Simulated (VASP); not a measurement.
Set up this calculation in VASP 6.6.1, as the native input.

```
Task                      : relaxation of the atoms
Functional                : PBE
Potentials or basis       : VASP PAW PBE potentials, release 64 (Pd, S)
Cutoff                    : 450 eV
k mesh                    : 6 × 6 × 1
Occupations               : gaussian, width 0.1 eV
Spin                      : no spin polarisation
Dipole correction         : yes
Atoms held fixed (from 0) : [0, 1, 2, 3, 4, 5, 6, 7, 8, 9, 10, 11, 12]
Further INCAR settings    : ALGO = Normal; EDIFF = 1e-07; NELMDL = -8; IBRION = 2; EDIFFG = -0.025; NSW = 36
```

The structure of Pd12S lies in POSCAR:

```
Pd12S
1.0
    5.5751887913      0.0000000000      0.0000000000
   -2.7875943957      4.8282551242      0.0000000000
    0.0000000000      0.0000000000     20.0521225866
Pd S
12 1
Selective dynamics
Direct
    0.3333333333      0.1666666667      0.1994801290  F F F
    0.3333333333      0.6666666667      0.1994801290  F F F
    0.8333333333      0.1666666667      0.1994801290  F F F
    0.8333333333      0.6666666667      0.1994801290  F F F
    0.1666666667      0.3333333333      0.3129873791  F F F
    0.1666666667      0.8333333333      0.3129873791  F F F
    0.6666666667      0.3333333333      0.3129873791  F F F
    0.6666666667      0.8333333333      0.3129873791  F F F
    0.0000000000      0.0000000000      0.4264946292  F F F
    0.0000000000      0.5000000000      0.4264946292  F F F
    0.5000000000      0.0000000000      0.4264946292  F F F
    0.5000000000      0.5000000000      0.4264946292  F F F
    0.3333333333      0.1666666667      0.4992584018  F F T
```

These files were run (other wordings do the same):

INCAR

```
SYSTEM = Pd12S
PREC = Accurate
ENCUT = 450
EDIFF = 1E-7
ISMEAR = 0
SIGMA = 0.1
LREAL = .FALSE.
LASPH = .TRUE.
NELM = 120
ALGO = Normal
ISIF = 2
LWAVE = .FALSE.
LCHARG = .FALSE.
LDIPOL = .TRUE.
IDIPOL = 3
DIPOL = 0.5 0.5 0.327
GGA = PE
IBRION = 2
NSW = 36
EDIFFG = -0.025
GGA_COMPAT = .FALSE.
NELMIN = 4
NELMDL = -8
KPAR = 4
```

KPOINTS

```
Automatic mesh
0
G
  6 6 1
  0 0 0
```

Potentials or basis: VASP PAW PBE potentials, release 64 (Pd, S).

Run with:

```console
$ cat potpaw_PBE.64/Pd/POTCAR potpaw_PBE.64/S/POTCAR > POTCAR
$ mpirun -np 4 vasp_std > vasp.out
```

It gave:

```json
{"Energy gained by relaxing": "6.9 meV/atom", "Ionic steps": "3", "Band gap on the k mesh": "zero (bands 63 and 64 overlap by 0.43 eV)"}
```

Run time: 11 min on 4 MPI ranks on Intel(R) Xeon(R) Platinum 8375C CPU @ 2.90GHz (Ice Lake), with other jobs on the host, peak memory 0.61 GiB a rank.
